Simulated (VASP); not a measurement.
# LiF (Pm-3m) in VASP: further runs

LiF is run at these levels: PBEsol; tasks: single point, relaxation of cell and atoms.

Everything below comes from runs of VASP 6.6.1. Logs are shortened: lines on timing, memory, paths and dates and some standing lists are left out, and cuts for length are marked.

### Step 1. The cell of the first run

Symmetry: Pm-3m, No. 221, cubic system. The conventional cell has a = 2.472 Å, b = 2.472 Å, c = 2.472 Å, α = 90.00°, β = 90.00°, γ = 90.00°. F (site symmetry m-3m) has 8 Li at 2.14 Å and 6 F at 2.47 Å within 2.8 Å. Li (site symmetry m-3m) has 8 F at 2.14 Å and 6 Li at 2.47 Å within 2.8 Å.

### Step 2. Single point, PBEsol

File INCAR:

```
SYSTEM = LiF
PREC = Accurate
ENCUT = 520
EDIFF = 1E-6
ISMEAR = -1
SIGMA = 0.05
LREAL = .False.
LASPH = .True.
NELM = 80
ALGO = Normal
ISIF = 2
LWAVE = .False.
LCHARG = .True.
GGA = PS
LELF = .True.
LVHAR = .True.
NBANDS = 12
```

File KPOINTS:

```
regular mesh
0
Gamma
  10 10 10
  0 0 0
```

File POSCAR:

```
LiF
1.0
    2.4722386866      0.0000000000      0.0000000000
    0.0000000000      2.4722386866      0.0000000000
    0.0000000000      0.0000000000      2.4722386866
F Li
1 1
Direct
    0.5000000000      0.5000000000      0.5000000000
    0.0000000000      0.0000000000      0.0000000000
```

Potentials or basis: VASP PAW PBE potentials, release 64 (F, Li_sv).

Launch:

```bash
$ cat potpaw_PBE.64/F/POTCAR potpaw_PBE.64/Li_sv/POTCAR > POTCAR
$ mpirun -np 1 vasp_std > vasp.out
```

OUTCAR:

```text
SYSTEM = LiF
   PREC = Accurate
   ENCUT = 520
   EDIFF = 1E-6
   ISMEAR = -1
   LREAL = .False.
   LASPH = .True.
   NELM = 80
   ISIF = 2
   GGA = PS

 ion  position               nearest neighbor table
   1  0.500  0.500  0.500-   2 2.14   2 2.14   2 2.14   2 2.14   2 2.14   2 2.14   2 2.14   2 2.14

   2  0.000  0.000  0.000-   1 2.14   1 2.14   1 2.14   1 2.14   1 2.14   1 2.14   1 2.14   1 2.14

  LATTYP: Found a simple cubic cell.
 ALAT       =     2.4722386866

  Lattice vectors:

 A1 = (   2.4722386866,   0.0000000000,   0.0000000000)
 A2 = (   0.0000000000,   2.4722386866,   0.0000000000)
 A3 = (   0.0000000000,   0.0000000000,   2.4722386866)

Analysis of symmetry for initial positions (statically):
=====================================================================
 Subroutine PRICEL returns:
 Original cell was already a primitive cell.

 Routine SETGRP: Setting up the symmetry group for a
 simple cubic supercell.

 Subroutine GETGRP returns: Found 48 space group operations
 (whereof 48 operations were pure point group operations)
 out of a pool of 48 trial point group operations.

The static configuration has the point symmetry O_h .

Analysis of symmetry for dynamics (positions and initial velocities):
=====================================================================
 Subroutine PRICEL returns:
 Original cell was already a primitive cell.

 Routine SETGRP: Setting up the symmetry group for a
 simple cubic supercell.

 Subroutine GETGRP returns: Found 48 space group operations
 (whereof 48 operations were pure point group operations)
 out of a pool of 48 trial point group operations.

The dynamic configuration has the point symmetry O_h .

 Subroutine INISYM returns: Found 48 space group operations
 (whereof 48 operations are pure point group operations),
 and found     1 'primitive' translations

----------------------------------------------------------------------------------------

                                     Primitive cell

  volume of cell :      15.1102

  direct lattice vectors                    reciprocal lattice vectors
     2.472238687  0.000000000  0.000000000     0.404491688  0.000000000  0.000000000
     0.000000000  2.472238687  0.000000000     0.000000000  0.404491688  0.000000000
     0.000000000  0.000000000  2.472238687     0.000000000  0.000000000  0.404491688

  length of vectors
     2.472238687  2.472238687  2.472238687     0.404491688  0.404491688  0.404491688

  position of ions in fractional coordinates (direct lattice)
     0.500000000  0.500000000  0.500000000
     0.000000000  0.000000000  0.000000000

  ion indices of the primitive-cell ions
   primitive index   ion index
                 1           1
                 2           2

----------------------------------------------------------------------------------------

 KPOINTS: regular mesh

Automatic generation of k-mesh.
 Grid dimensions read from file:
 generate k-points for:   10   10   10

 Generating k-lattice:

  Cartesian coordinates                     Fractional coordinates (reciprocal lattice)
     0.040449169  0.000000000  0.000000000     0.100000000  0.000000000  0.000000000
     0.000000000  0.040449169  0.000000000     0.000000000  0.100000000  0.000000000
     0.000000000  0.000000000  0.040449169     0.000000000  0.000000000  0.100000000

  Length of vectors
     0.040449169  0.040449169  0.040449169

  Shift w.r.t. Gamma in fractional coordinates (k-lattice)
     0.000000000  0.000000000  0.000000000

 Subroutine IBZKPT returns following result:
 ===========================================

 Found     56 irreducible k-points:

 Following reciprocal coordinates:
            Coordinates               Weight
  0.000000  0.000000  0.000000      1.000000
  0.100000  0.000000  0.000000      6.000000
  0.200000  0.000000  0.000000      6.000000
  0.300000  0.000000  0.000000      6.000000
  0.400000  0.000000  0.000000      6.000000
  0.500000  0.000000  0.000000      3.000000
[... 16 lines left out ...]
  0.200000  0.100000  0.100000     24.000000
  0.300000  0.100000  0.100000     24.000000
 [... further k-points ...]
   k-points           NKPTS =     56   k-points in BZ     NKDIM =     56   number of bands    NBANDS=     12
   number of dos      NEDOS =    301   number of ions     NIONS =      2
   total plane-waves  NPLWV =   5832
   dimension x,y,z NGX =    18 NGY =   18 NGZ =   18
   dimension x,y,z NGXF=    36 NGYF=   36 NGZF=   36
   ions per type =               1   1
   NGX,Y,Z   is equivalent  to a cutoff of  12.10, 12.10, 12.10 a.u.
   NGXF,Y,Z  is equivalent  to a cutoff of  24.21, 24.21, 24.21 a.u.
 SYSTEM =  LiF
   PREC   = accura    normal or accurate (medium, high low for compatibility)
   ISTART =      0    job   : 0-new  1-cont  2-samecut
   ICHARG =      2    charge: 1-file 2-atom 10-const
   ISPIN  =      1    spin polarized calculation?
   LNONCOLLINEAR =      F non collinear calculations
   LSORBIT =      F    spin-orbit coupling
   LASPH  =      T    aspherical Exc in radial PAW
   ENCUT  =  520.0 eV  38.22 Ry    6.18 a.u.   4.60  4.60  4.60*2*pi/ulx,y,z
   NELM   =     80;   NELMIN=  2; NELMDL= -5     # of ELM steps
   EDIFF  = 0.1E-05   stopping-criterion for ELM
   LREAL  =      F    real-space projection
   EDIFFG = 0.1E-04   stopping-criterion for IOM
   NSW    =      0    number of steps for IOM
   IBRION =     -1    ionic relax: 0-MD 1-quasi-New 2-CG
   NFREE  =      0    steps in history (QN), initial steepest desc. (CG)
   ISIF   =      2    stress and relaxation
   ISYM   =      2    0-nonsym 1-usesym 2-fastsym
   POTIM  = 0.5000    time-step for ionic-motion
   TEBEG  =    0.0;   TEEND  =   0.0 temperature during run
   PSTRESS=    0.0 pullay stress
   NELECT =      10.0000    total number of electrons
   NUPDOWN=      -1.0000    fix difference up-down
   EMIN   =  10.00;   EMAX   =-10.00  energy-range for DOS
   EFERMI =   0.00;   METHOD = LEGACY
   ISMEAR =    -1;   SIGMA  =   0.05  broadening in eV -4-tet -1-fermi 0-gaus
   EFERMI_NEDOS =   21; number of points for ismear=-14 and -15
   IALGO  =     38    algorithm
   IMIX   =      4    mixing-type and parameters
     AMIX     =   0.40;   BMIX     =  1.00
     AMIX_MAG =   1.60;   BMIX_MAG =  1.00
  volume/ion in A,a.u.               =       7.56        50.98
  Fermi-wavevector in a.u.,A,eV,Ry     =   1.426651  2.695980 27.692390  2.035333
  Thomas-Fermi vector in A             =   2.546905
   LORBIT       =      0    0 simple, 1 ext, 2 COOP (PROOUT), +10 PAW based schemes
   GGA     = PS    functional components
   LHFCALC =     F    Hartree Fock is set to
   AEXX    =    0.0000 exact exchange contribution
   IVDW    =     0    specifies the selected vdW correction
   LEPSILON=     F    determine dielectric tensor
   LRPA    =     F    only Hartree local field effects (RPA)
 non-spin polarized calculation
  energy-cutoff  :      520.00
  volume of cell :       15.11
 maximum number of plane-waves:       437
   NGX =  9   NGY =  9   NGZ =  9

 number of electron      10.0000019 magnetization

 Free energy of the ion-electron system (eV)
  ---------------------------------------------------
  ext. energy  EPLUGINS =         0.00000000
  ---------------------------------------------------
  free energy    TOTEN  =        -9.27005736 eV

  energy without entropy =       -9.27005736  energy(sigma->0) =       -9.27005736

 E-fermi :   1.9884     XC(G=0): -10.6584

 val. band max:        0.7620595336   @ k =   0.5000   0.5000   0.0000
 cond. band min:       9.0451696507   @ k =   0.0000   0.0000   0.0000
 fundamental gap:      8.2831101170
 Fermi energy:         1.9884052836

 k-point     1 :       0.0000    0.0000    0.0000
  band No.  band energies     occupation
      1     -41.2690      2.00000
      2     -20.3995      2.00000
      3      -0.0282      2.00000
      4      -0.0282      2.00000
      5      -0.0282      2.00000
      6       9.0452      0.00000
      7      19.9568      0.00000
      8      19.9568      0.00000
      9      22.7997      0.00000
     10      22.7997      0.00000
     11      22.7997      0.00000
     12      41.0036      0.00000

 k-point     2 :       0.1000    0.0000    0.0000
  band No.  band energies     occupation
      1     -41.2616      2.00000
      2     -20.3490      2.00000
      3      -0.4324      2.00000
      4       0.0142      2.00000
      5       0.0142      2.00000
      6       9.2820      0.00000
      7      18.7146      0.00000
      8      20.2017      0.00000
      9      22.7364      0.00000
     10      22.7364      0.00000
     11      24.6999      0.00000
     12      39.4393      0.00000

 k-point     3 :       0.2000    0.0000    0.0000
  band No.  band energies     occupation
      1     -41.2429      2.00000
      2     -20.2160      2.00000
      3      -1.3857      2.00000
      4       0.1271      2.00000
      5       0.1271      2.00000
      6       9.7566      0.00000
      7      17.2511      0.00000
      8      20.9345      0.00000
      9      22.5487      0.00000
     10      22.5487      0.00000
     11      28.1247      0.00000
     12      35.6911      0.00000
[... 286 lines left out ...]
 k-point    23 :       0.2000    0.1000    0.1000
  band No.  band energies     occupation
      1     -41.2297      2.00000
      2     -20.1095      2.00000
      3      -1.3047      2.00000
      4      -0.2859      2.00000
      5      -0.1807      2.00000
      6      10.3571      0.00000
      7      17.1611      0.00000
      8      18.7706      0.00000
      9      22.4900      0.00000
     10      25.4105      0.00000
     11      28.5790      0.00000
     12      33.7171      0.00000

 k-point    24 :       0.3000    0.1000    0.1000
  band No.  band energies     occupation
      1     -41.2073      2.00000
      2     -19.9309      2.00000
      3      -2.3392      2.00000
      4      -0.1750      2.00000
      5      -0.0107      2.00000
      6      10.8233      0.00000
      7      16.1991      0.00000
      8      19.0729      0.00000
      9      22.4499      0.00000
     10      25.3841      0.00000
     11      31.8535      0.00000
     12      31.8596      0.00000

 [... further k-points ...]

------------------------ aborting loop because EDIFF is reached ----------------------------------------

  FORCE on cell =-STRESS in cart. coord.  units (eV):
  Direction    XX          YY          ZZ          XY          YZ          ZX
  --------------------------------------------------------------------------------------
  -------------------------------------------------------------------------------------
  Total        0.4468662      0.4468662      0.4468662     -0.0000000     -0.0000000     -0.0000000
  in kB       47.3823781     47.3823781     47.3823781     -0.0000000     -0.0000000     -0.0000000
  external PRESSURE =      47.3823781 kB  Pullay stress =       0.0000000 kB

 VOLUME and BASIS-vectors are now :
 -----------------------------------------------------------------------------
  energy-cutoff  :      520.00
  volume of cell :       15.11
      direct lattice vectors                 reciprocal lattice vectors
     2.472238687  0.000000000  0.000000000     0.404491688  0.000000000  0.000000000
     0.000000000  2.472238687  0.000000000     0.000000000  0.404491688  0.000000000
     0.000000000  0.000000000  2.472238687     0.000000000  0.000000000  0.404491688

 POSITION                                       TOTAL-FORCE (eV/Angst)
 -----------------------------------------------------------------------------------
      1.23612      1.23612      1.23612         0.000000      0.000000      0.000000
      0.00000      0.00000      0.00000         0.000000      0.000000      0.000000
 -----------------------------------------------------------------------------------
    total drift:                                0.000000     -0.000000     -0.000000

  FREE ENERGIE OF THE ION-ELECTRON SYSTEM (eV)
  ---------------------------------------------------
  free  energy   TOTEN  =        -9.2700573594 eV

  energy  without entropy=       -9.2700573594  energy(sigma->0) =       -9.27005736
```

Wall time 7.4 s (1 thread of AMD EPYC 7R43 (Zen 3), shared host); peak memory 0.08 GiB.

Results:

* Free energy: -9.2701 eV
* Band gap on the k mesh: 8.28 eV, indirect (least direct gap 9.07 eV)

Levels at points of the mesh, in eV from the valence-band top:
```tsv
k point	band 3	band 4	band 5	band 6	band 7	band 8
(0.00, 0.00, 0.00)	-0.79	-0.79	-0.79	8.28	19.19	19.19
(0.50, 0.00, 0.00)	-4.22	-0.33	-0.33	9.50	15.06	21.16
(0.50, 0.50, 0.00)	-3.80	-3.80	0.00	13.86	14.33	14.33
(0.50, 0.50, 0.50)	-2.63	-2.63	-2.63	11.18	11.18	11.18
```

Caveat: the cutoff is under 1.25 times the usual one of these potentials, so pressure, stress and relaxed cells hold a basis-set (Pulay) error; the PAW data sets were made with another functional, which shifts forces and pressure a little. As with any semilocal functional, this PBEsol gap is likely too small.

### Step 3. Relaxation of cell and atoms, PBEsol

This run uses another cell than the first one, of 8.38 Å³/atom, 1.110 times its volume.

File INCAR:

```
  ALGO = Normal
  EDIFF = 1E-6
  EDIFFG = -0.02
  ENCUT = 600
  GGA = PS
  IBRION = 2
  ISIF = 3
  ISMEAR = -1
  LASPH = True
  LCHARG = False
  LREAL = False
  LWAVE = False
  NELM = 100
  NSW = 80
  PREC = Accurate
  SIGMA = 0.05
```

File KPOINTS:

```
k-points
0
Gamma
  10 10 10
```

File POSCAR:

```
LiF
1.0
    2.5595330000      0.0000000000      0.0000000000
    0.0000000000      2.5595330000      0.0000000000
    0.0000000000      0.0000000000      2.5595330000
F Li
1 1
Direct
    0.5000000000      0.5000000000      0.5000000000
    0.0000000000      0.0000000000      0.0000000000
```

Potentials or basis: VASP PAW PBE potentials, release 64 (F, Li_sv).

Launch:

```bash
$ cat potpaw_PBE.64/F/POTCAR potpaw_PBE.64/Li_sv/POTCAR > POTCAR
$ mpirun -np 1 vasp_std > vasp.out
```

Run time: 21 s. Hardware: 1 thread of AMD EPYC 7R43 (Zen 3), shared host; peak memory 0.09 GiB.

Results (log left out):

```
Free energy                            : -9.2910 eV
Relaxed volume                         : 7.99 Å³/atom
Relaxed cell                           : a = 2.518 Å, b = 2.518 Å, c = 2.518 Å, α = 90.00°, β = 90.00°, γ = 90.00°
Space group after relaxing (to 0.05 Å) : Pm-3m (No. 221)
Energy gained by relaxing              : 4.9 meV/atom
Ionic steps                            : 3
Pressure after relaxing                : -0.3 GPa
Band gap on the k mesh                 : 7.78 eV, indirect (least direct gap 8.51 eV)
```

Step by step:
```
step  energy change (eV)  largest force (eV/Å)  pressure (GPa)  volume (Å³)
   1              0.0000                0.0000           -3.48        16.77
   2             -0.0074                0.0000           -1.85        16.33
   3             -0.0099                0.0000           -0.31        15.97
```

Final structure:
```
CELL_PARAMETERS angstrom
2.51846 0.00000 0.00000
0.00000 2.51846 0.00000
0.00000 0.00000 2.51846
ATOMIC_POSITIONS crystal
F 0.50000 0.50000 0.50000
Li 0.00000 0.00000 0.00000
```

Levels at points of the mesh, in eV from the valence-band top:
```
           k point  band 1  band 2  band 3  band 4  band 5  band 6  band 7  band 8  band 9
(0.00, 0.00, 0.00)  -42.06  -20.90   -0.73   -0.73   -0.73    7.78   18.87   18.87   21.39
(0.50, 0.00, 0.00)  -42.00  -20.39   -3.95   -0.30   -0.30    9.22   14.41   20.66   20.66
(0.50, 0.50, 0.00)  -41.95  -19.79   -3.52   -3.52    0.00   13.50   13.89   13.89   19.73
(0.50, 0.50, 0.50)  -41.91  -19.30   -2.44   -2.44   -2.44   11.07   11.07   11.07   24.65
```

Caveat: the cutoff is under 1.25 times the usual one of these potentials, so pressure, stress and relaxed cells hold a basis-set (Pulay) error; the PAW data sets were made with another functional, which shifts forces and pressure a little. A k mesh can miss the band edges.

### Step 4. Relaxation of cell and atoms, PBEsol, target pressure 2 GPa, at which the enthalpy is minimised

This run uses another cell than the first one, of 8.38 Å³/atom, 1.110 times its volume.

File INCAR:

```
SYSTEM = LiF
PREC = Accurate
ENCUT = 600
EDIFF = 1E-7
ISMEAR = -1
SIGMA = 0.05
LREAL = .FALSE.
LASPH = .TRUE.
NELM = 80
ALGO = Normal
ISIF = 3
LWAVE = .FALSE.
LCHARG = .FALSE.
GGA = PS
IBRION = 2
NSW = 80
EDIFFG = -0.02
PSTRESS = 20.0
```

File KPOINTS:

```
regular mesh
0
G
  10 10 10
  0 0 0
```

POSCAR is that of step 3.

Launch:

```bash
$ cat potpaw_PBE.64/F/POTCAR potpaw_PBE.64/Li_sv/POTCAR > POTCAR
$ mpirun -np 1 vasp_std > vasp.out
```

It took 22 s on 1 thread of AMD EPYC 7R43 (Zen 3), shared host; peak memory 0.09 GiB.

The run converged. Its results:

- Free energy: -9.2893 eV
- Relaxed volume: 7.78 Å³/atom
- Relaxed cell: a = 2.497 Å, b = 2.497 Å, c = 2.497 Å, α = 90.00°, β = 90.00°, γ = 90.00°
- Space group after relaxing (to 0.05 Å): Pm-3m (No. 221)
- Energy change on relaxing (the enthalpy is what falls): -4.1 meV/atom
- Ionic steps: 3
- Pressure after relaxing: 1.7 GPa
- Band gap on the k mesh: 8.01 eV, indirect (least direct gap 8.76 eV)

Step by step:
```tsv
step	energy change (eV)	largest force (eV/Å)	pressure (GPa)	volume (Å³)
1	0.0000	0.0000	-3.53	16.77
2	-0.0095	0.0000	-0.76	16.08
3	-0.0082	0.0000	1.72	15.57
```

Final structure:
```cif
data_structure
_symmetry_space_group_name_H-M 'P 1'
_symmetry_Int_Tables_number 1
_cell_length_a 2.4968
_cell_length_b 2.4968
_cell_length_c 2.4968
_cell_angle_alpha 90.000
_cell_angle_beta 90.000
_cell_angle_gamma 90.000
_cell_volume 15.57
loop_
_atom_site_label
_atom_site_type_symbol
_atom_site_fract_x
_atom_site_fract_y
_atom_site_fract_z
_atom_site_occupancy
F1 F 0.50000 0.50000 0.50000 1
Li1 Li 0.00000 0.00000 0.00000 1
```

Levels at points of the mesh, in eV from the valence-band top:
```
           k point  band 3  band 4  band 5  band 6  band 7  band 8
(0.00, 0.00, 0.00)   -0.76   -0.76   -0.76    8.01   19.03   19.03
(0.50, 0.00, 0.00)   -4.07   -0.31   -0.31    9.35   14.70   20.89
(0.50, 0.50, 0.00)   -3.65   -3.65    0.00   13.67   14.09   14.09
(0.50, 0.50, 0.50)   -2.53   -2.53   -2.53   11.13   11.13   11.13
```

Caveat: the cutoff is under 1.25 times the usual one of these potentials, so pressure, stress and relaxed cells hold a basis-set (Pulay) error; the cell is relaxed towards a set pressure, so the enthalpy falls and the energy may rise; the PAW data sets were made with another functional, which shifts forces and pressure a little. A k mesh can miss the band edges.

(Continued in part 2 of 2.)
